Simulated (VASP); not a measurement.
# GaSb3 (C2/m) in VASP: notebook

Runs on GaSb3. Level: PBEsol. Tasks: single point.

Everything below comes from runs of VASP 6.6.1. Logs are shortened: lines on timing, memory, paths and dates and some standing lists are left out, and cuts for length are marked.

### 1 The cell of the first run

It takes space group C2/m (No. 12, monoclinic). Conventional cell: a = 7.028 Å, b = 7.293 Å, c = 4.926 Å, α = 90.00°, β = 132.31°, γ = 90.00°. Ga (site symmetry 2/m) has 14 Sb at 3.06 to 3.65 Å within 4.0 Å. Within 4.0 Å of Sb (site symmetry 2) lie 4 Ga at 3.06 to 3.18 Å and 10 Sb at 3.06 to 3.65 Å. Sb (site symmetry 2/m) has 8 Sb at 3.06 to 3.18 Å and 6 Ga at 3.51 to 3.65 Å within 4.0 Å.

### 2 Single point, PBEsol (engineering shear strain xz -0.0533, normal strain along z -0.0367)

Input file INCAR:

```
PREC = Accurate
ENCUT = 520
EDIFF = 1E-7
ISMEAR = 0
SIGMA = 0.15
LREAL = F
LASPH = T
NELM = 60
ALGO = Normal
ISIF = 2
LWAVE = F
LCHARG = T
GGA = PS
LELF = T
LVHAR = T
NBANDS = 22
```

Input file KPOINTS:

```
regular mesh
0
Gamma
  10 10 10
```

Input file POSCAR:

```
GaSb3
1.0
   -0.0971837661      3.6466703981      3.5128375945
    3.5494866320      0.0000000000      3.4156538284
    3.6466703981      3.6466703981     -0.0971837661
Ga Sb
1 3
Direct
    0.0000000000      0.0000000000      0.0000000000
    0.2500000000      0.2500000000      0.2500000000
    0.7500000000      0.7500000000      0.7500000000
    0.5000000000      0.5000000000      0.5000000000
```

Potentials or basis: VASP PAW PBE potentials, release 64 (Ga_d, Sb).

On the command line:

```console
$ cat potpaw_PBE.64/Ga_d/POTCAR potpaw_PBE.64/Sb/POTCAR > POTCAR
$ mpirun -np 1 vasp_std > vasp.out
```

OUTCAR:

```text
PREC = Accurate
   ENCUT = 520
   EDIFF = 1E-7
   ISMEAR = 0
   LREAL = F
   LASPH = T
   NELM = 60
   ISIF = 2
   GGA = PS

 ion  position               nearest neighbor table
   1  0.000  0.000  0.000-   3 3.06   2 3.06   3 3.06   2 3.06   3 3.18   2 3.18   3 3.18   2 3.18

   2  0.250  0.250  0.250-   1 3.06   4 3.06   4 3.06   1 3.06   1 3.18   4 3.18   1 3.18   4 3.18
                             3 3.51   3 3.51   3 3.65   3 3.65   3 3.65   3 3.65
   3  0.750  0.750  0.750-   4 3.06   1 3.06   4 3.06   1 3.06   4 3.18   1 3.18   4 3.18   1 3.18
                             2 3.51   2 3.51   2 3.65   2 3.65   2 3.65   2 3.65
   4  0.500  0.500  0.500-   2 3.06   3 3.06   3 3.06   2 3.06   2 3.18   3 3.18   2 3.18   3 3.18

  LATTYP: Found a base centered monoclinic cell.
 ALAT       =     7.0283632945
 B/A-ratio  =     1.0377011675
 C/A-ratio  =     0.7008754303
 COS(beta)  =    -0.6731998641

  Lattice vectors:

 A1 = (   0.0971837661,  -3.6466703981,  -3.5128375945)
 A2 = (   0.0971837661,   3.6466703981,  -3.5128375945)
 A3 = (   3.5494866320,   0.0000000000,   3.4156538284)

Analysis of symmetry for initial positions (statically):
=====================================================================
 Subroutine PRICEL returns:
 Original cell was already a primitive cell.

 Routine SETGRP: Setting up the symmetry group for a
 base centered monoclinic supercell.

 Subroutine GETGRP returns: Found  4 space group operations
 (whereof  4 operations were pure point group operations)
 out of a pool of  4 trial point group operations.

The static configuration has the point symmetry C_2h.

Analysis of symmetry for dynamics (positions and initial velocities):
=====================================================================
 Subroutine PRICEL returns:
 Original cell was already a primitive cell.

 Routine SETGRP: Setting up the symmetry group for a
 base centered monoclinic supercell.

 Subroutine GETGRP returns: Found  4 space group operations
 (whereof  4 operations were pure point group operations)
 out of a pool of  4 trial point group operations.

The dynamic configuration has the point symmetry C_2h.

 Subroutine INISYM returns: Found  4 space group operations
 (whereof  4 operations are pure point group operations),
 and found     1 'primitive' translations

----------------------------------------------------------------------------------------

                                     Primitive cell

  volume of cell :      93.3600

  direct lattice vectors                    reciprocal lattice vectors
    -0.097183766  3.646670398  3.512837595    -0.133416513  0.137111377  0.138644064
     3.549486632  0.000000000  3.415653828     0.141008570 -0.137111377  0.146236121
     3.646670398  3.646670398 -0.097183766     0.133416513  0.137111377 -0.138644064

  length of vectors
     5.064353625  4.926007148  5.158086338     0.236266104  0.245087636  0.236266104

  position of ions in fractional coordinates (direct lattice)
     0.000000000  0.000000000  0.000000000
     0.250000000  0.250000000  0.250000000
     0.750000000  0.750000000  0.750000000
     0.500000000  0.500000000  0.500000000

  ion indices of the primitive-cell ions
   primitive index   ion index
                 1           1
                 2           2
                 3           3
                 4           4

----------------------------------------------------------------------------------------

 KPOINTS: regular mesh

Automatic generation of k-mesh.
 Grid dimensions read from file:
 generate k-points for:   10   10   10

 Generating k-lattice:

  Cartesian coordinates                     Fractional coordinates (reciprocal lattice)
    -0.013341651  0.013711138  0.013864406     0.100000000  0.000000000  0.000000000
     0.014100857 -0.013711138  0.014623612     0.000000000  0.100000000 -0.000000000
     0.013341651  0.013711138 -0.013864406     0.000000000 -0.000000000  0.100000000

  Length of vectors
     0.023626610  0.024508764  0.023626610

  Shift w.r.t. Gamma in fractional coordinates (k-lattice)
     0.000000000  0.000000000  0.000000000

 Subroutine IBZKPT returns following result:
 ===========================================

 Found    282 irreducible k-points:

 Following reciprocal coordinates:
            Coordinates               Weight
  0.000000  0.000000  0.000000      1.000000
  0.100000  0.000000  0.000000      4.000000
  0.200000  0.000000  0.000000      4.000000
  0.300000  0.000000  0.000000      4.000000
  0.400000  0.000000  0.000000      4.000000
  0.500000  0.000000  0.000000      2.000000
[... 16 lines left out ...]
 -0.400000  0.200000 -0.000000      4.000000
 -0.300000  0.200000 -0.000000      4.000000
 [... further k-points ...]
   k-points           NKPTS =    282   k-points in BZ     NKDIM =    282   number of bands    NBANDS=     22
   number of dos      NEDOS =    301   number of ions     NIONS =      4
   total plane-waves  NPLWV =  64000
   dimension x,y,z NGX =    40 NGY =   40 NGZ =   40
   dimension x,y,z NGXF=    80 NGYF=   80 NGZF=   80
   ions per type =               1   3
   NGX,Y,Z   is equivalent  to a cutoff of  13.13, 13.50, 12.89 a.u.
   NGXF,Y,Z  is equivalent  to a cutoff of  26.26, 27.00, 25.78 a.u.
 SYSTEM =  unknown system
   PREC   = accura    normal or accurate (medium, high low for compatibility)
   ISTART =      0    job   : 0-new  1-cont  2-samecut
   ICHARG =      2    charge: 1-file 2-atom 10-const
   ISPIN  =      1    spin polarized calculation?
   LNONCOLLINEAR =      F non collinear calculations
   LSORBIT =      F    spin-orbit coupling
   LASPH  =      T    aspherical Exc in radial PAW
   ENCUT  =  520.0 eV  38.22 Ry    6.18 a.u.   9.42  9.16  9.59*2*pi/ulx,y,z
   NELM   =     60;   NELMIN=  2; NELMDL= -5     # of ELM steps
   EDIFF  = 0.1E-06   stopping-criterion for ELM
   LREAL  =      F    real-space projection
   EDIFFG = 0.1E-05   stopping-criterion for IOM
   NSW    =      0    number of steps for IOM
   IBRION =     -1    ionic relax: 0-MD 1-quasi-New 2-CG
   NFREE  =      0    steps in history (QN), initial steepest desc. (CG)
   ISIF   =      2    stress and relaxation
   ISYM   =      2    0-nonsym 1-usesym 2-fastsym
   POTIM  = 0.5000    time-step for ionic-motion
   TEBEG  =    0.0;   TEEND  =   0.0 temperature during run
   PSTRESS=    0.0 pullay stress
   NELECT =      28.0000    total number of electrons
   NUPDOWN=      -1.0000    fix difference up-down
   EMIN   =  10.00;   EMAX   =-10.00  energy-range for DOS
   EFERMI =   0.00;   METHOD = LEGACY
   ISMEAR =     0;   SIGMA  =   0.15  broadening in eV -4-tet -1-fermi 0-gaus
   EFERMI_NEDOS =   21; number of points for ismear=-14 and -15
   IALGO  =     38    algorithm
   IMIX   =      4    mixing-type and parameters
     AMIX     =   0.40;   BMIX     =  1.00
     AMIX_MAG =   1.60;   BMIX_MAG =  1.00
  volume/ion in A,a.u.               =      23.34       157.51
  Fermi-wavevector in a.u.,A,eV,Ry     =   1.095823  2.070806 16.338270  1.200829
  Thomas-Fermi vector in A             =   2.232154
   LORBIT       =      0    0 simple, 1 ext, 2 COOP (PROOUT), +10 PAW based schemes
   GGA     = PS    functional components
   LHFCALC =     F    Hartree Fock is set to
   AEXX    =    0.0000 exact exchange contribution
   IVDW    =     0    specifies the selected vdW correction
   LEPSILON=     F    determine dielectric tensor
   LRPA    =     F    only Hartree local field effects (RPA)
 non-spin polarized calculation
 Gauss-broadening in eV      SIGMA  =   0.15
  energy-cutoff  :      520.00
  volume of cell :       93.36
 maximum number of plane-waves:      2541
 NGX is ok and might be reduce to    40
   NGX = 19   NGY = 19   NGZ = 19

 number of electron      28.0000002 magnetization

 Free energy of the ion-electron system (eV)
  ---------------------------------------------------
  ext. energy  EPLUGINS =         0.00000000
  ---------------------------------------------------
  free energy    TOTEN  =       -16.32723912 eV

  energy without entropy =      -16.30307961  energy(sigma->0) =      -16.31515936

 E-fermi :   8.6206     XC(G=0): -10.7734

 val. band max:        8.6174663549   @ k =  -0.2000   0.3000   0.3000
 cond. band min:       8.6208215974   @ k =   0.5000   0.2000   0.3000
 fundamental gap:      0.0033552426
 Fermi energy:         8.6206384794

 k-point     1 :       0.0000    0.0000    0.0000
  band No.  band energies     occupation
      1      -6.1572      2.00000
      2      -6.1562      2.00000
      3      -6.1512      2.00000
      4      -6.1388      2.00000
      5      -6.1325      2.00000
      6      -4.6543      2.00000
[... 14 lines left out ...]
     21      15.7562      0.00000
     22      16.1819      0.00000

 k-point     2 :       0.1000    0.0000    0.0000
  band No.  band energies     occupation
      1      -6.1569      2.00000
      2      -6.1563      2.00000
      3      -6.1514      2.00000
      4      -6.1390      2.00000
      5      -6.1327      2.00000
      6      -4.5725      2.00000
[... 14 lines left out ...]
     21      15.0811      0.00000
     22      15.8585      0.00000

 k-point     3 :       0.2000    0.0000    0.0000
  band No.  band energies     occupation
      1      -6.1578      2.00000
      2      -6.1558      2.00000
      3      -6.1513      2.00000
      4      -6.1393      2.00000
      5      -6.1329      2.00000
      6      -4.3285      2.00000
[... 14 lines left out ...]
     21      13.6147      0.00000
     22      14.9826      0.00000

 k-point     4 :       0.3000    0.0000    0.0000
  band No.  band energies     occupation
      1      -6.1602      2.00000
      2      -6.1549      2.00000
      3      -6.1508      2.00000
      4      -6.1397      2.00000
      5      -6.1332      2.00000
      6      -3.9297      2.00000
[... 14 lines left out ...]
     21      14.0620      0.00000
     22      14.2847      0.00000

 k-point     5 :       0.4000    0.0000    0.0000
  band No.  band energies     occupation
      1      -6.1625      2.00000
      2      -6.1542      2.00000
      3      -6.1502      2.00000
      4      -6.1398      2.00000
      5      -6.1334      2.00000
      6      -3.4085      2.00000
[... 14 lines left out ...]
     21      13.4135      0.00000
     22      15.6326      0.00000

 k-point     6 :       0.5000    0.0000    0.0000
  band No.  band energies     occupation
      1      -6.1635      2.00000
      2      -6.1539      2.00000
      3      -6.1500      2.00000
      4      -6.1399      2.00000
      5      -6.1334      2.00000
      6      -3.0221      2.00000
[... 14 lines left out ...]
     21      14.1915      0.00000
     22      17.1334      0.00000

 k-point     7 :       0.0000    0.1000    0.0000
  band No.  band energies     occupation
      1      -6.1579      2.00000
      2      -6.1558      2.00000
      3      -6.1509      2.00000
      4      -6.1390      2.00000
      5      -6.1326      2.00000
      6      -4.5650      2.00000
[... 324 lines left out ...]
      6      -3.8726      2.00000
[... 14 lines left out ...]
     21      13.5852      0.00000
     22      14.9009      0.00000

 k-point    21 :       0.4000    0.2000    0.0000
  band No.  band energies     occupation
      1      -6.1609      2.00000
      2      -6.1545      2.00000
      3      -6.1507      2.00000
      4      -6.1434      2.00000
      5      -6.1321      2.00000
      6      -3.4223      2.00000
[... 14 lines left out ...]
     21      13.7221      0.00000
     22      14.7739      0.00000

 k-point    22 :       0.5000    0.2000    0.0000
  band No.  band energies     occupation
      1      -6.1605      2.00000
      2      -6.1560      2.00000
      3      -6.1501      2.00000
      4      -6.1434      2.00000
      5      -6.1327      2.00000
      6      -2.8857      2.00000
[... 14 lines left out ...]
     21      14.2926      0.00000
     22      15.1224      0.00000

 k-point    23 :      -0.4000    0.2000   -0.0000
  band No.  band energies     occupation
      1      -6.1596      2.00000
      2      -6.1571      2.00000
      3      -6.1499      2.00000
      4      -6.1426      2.00000
      5      -6.1333      2.00000
      6      -2.7744      2.00000
[... 14 lines left out ...]
     21      13.8051      0.00000
     22      16.6523      0.00000

 k-point    24 :      -0.3000    0.2000   -0.0000
  band No.  band energies     occupation
      1      -6.1600      2.00000
      2      -6.1562      2.00000
      3      -6.1501      2.00000
      4      -6.1414      2.00000
      5      -6.1337      2.00000
      6      -3.2932      2.00000
[... 14 lines left out ...]
     21      14.8319      0.00000
     22      15.4394      0.00000

 [... further k-points ...]
[... 5 lines left out ...]
  --------------------------------------------------------------------------------------
  -------------------------------------------------------------------------------------
  Total        1.5557763      1.7556524      2.0747007      0.0000000      0.0000000      1.2554282
  in kB       26.6991201     30.1292508     35.6045301      0.0000000      0.0000000     21.5447608
  external PRESSURE =      30.8109670 kB  Pullay stress =       0.0000000 kB

 VOLUME and BASIS-vectors are now :
 -----------------------------------------------------------------------------
  energy-cutoff  :      520.00
  volume of cell :       93.36
      direct lattice vectors                 reciprocal lattice vectors
    -0.097183766  3.646670398  3.512837595    -0.133416513  0.137111377  0.138644064
     3.549486632  0.000000000  3.415653828     0.141008570 -0.137111377  0.146236121
     3.646670398  3.646670398 -0.097183766     0.133416513  0.137111377 -0.138644064

 POSITION                                       TOTAL-FORCE (eV/Angst)
 -----------------------------------------------------------------------------------
      0.00000      0.00000      0.00000         0.000000      0.000000      0.000000
      1.77474      1.82334      1.70783        -0.000000     -0.155735     -0.000000
      5.32423      5.47001      5.12348         0.000000      0.155735      0.000000
      3.54949      3.64667      3.41565         0.000000      0.000000      0.000000
 -----------------------------------------------------------------------------------
    total drift:                               -0.000000      0.000000      0.000000

  FREE ENERGIE OF THE ION-ELECTRON SYSTEM (eV)
  ---------------------------------------------------
  free  energy   TOTEN  =       -16.3272391151 eV

  energy  without entropy=      -16.3030796073  energy(sigma->0) =      -16.31515936
```

Run time: 5.8 min. Hardware: 1 thread of AMD EPYC 9R45 (Zen 5), shared host; peak memory 0.61 GiB.

What came out:

| Property | Result |
| --- | --- |
| Free energy | -16.3272 eV |
| Pressure | 3.1 GPa |
| Largest force | 0.156 eV/Å |
| Band gap on the k mesh | zero (band 14 reaches 10.33 eV, above the bottom of band 15 at 6.14 eV) |

Forces on the atoms (eV/Å):
```
Ga   0.000  0.000  0.000
Sb   0.000 -0.156  0.000
Sb   0.000  0.156  0.000
Sb   0.000  0.000  0.000
```

Caveat: the cell differs from its parent crystal (engineering shear strain xz -0.0533, normal strain along z -0.0367); the PAW data sets were made with another functional, which shifts forces and pressure a little; spin-orbit coupling is left out, which moves the levels of the heavy elements.

(Part 1 of 2 ends here.)
